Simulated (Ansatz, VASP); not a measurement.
**Mg2Te3O: VASP beside Ansatz**

```xyz
6
Lattice="-2.9092 2.9092 5.6058 2.9092 -2.9092 5.6058 2.9092 2.9092 -5.6058" Properties=species:S:1:pos:R:3 pbc="T T T"
Mg    0.0000    2.9092    2.8029
Mg    2.9092    0.0000    2.8029
Te    0.0000    0.0000    5.6058
Te    0.0000    2.9092    0.0000
Te    2.9092    0.0000    0.0000
O     0.0000    0.0000    0.0000
```

Alike in both runs: functional PBE; k mesh 10 × 10 × 10; occupations gaussian, width 0.1 eV; no spin polarisation.

Ansatz relaxed the structure, and its values are those at the end. VASP's run is a single point on that final structure, the one shown.

|  | VASP | Ansatz |
| --- | --- | --- |
| version | VASP 6.6.1 | Ansatz 0.2.0 |
| potentials or method | VASP PAW PBE potentials, release 64 (Mg, Te, O), cutoff 520 eV | scalar-relativistic, plane waves, PAW |
| valence electrons in the cell | 28 | 74 |

```csv
,VASP,Ansatz,Ansatz less VASP
gap on the k mesh at the Fermi level (eV),none,none,-
pressure (GPa),0.0,0.0,+0.04
```

A gap of «none» marks a metal or a gap that the smearing closes. With one functional, cell and mesh, what is left measures potentials, basis and numerics. VASP's potentials hold 28 valence electrons a cell and Ansatz's 74, so a difference there can come from the potentials and not from the codes.

Spin-orbit coupling is off throughout.
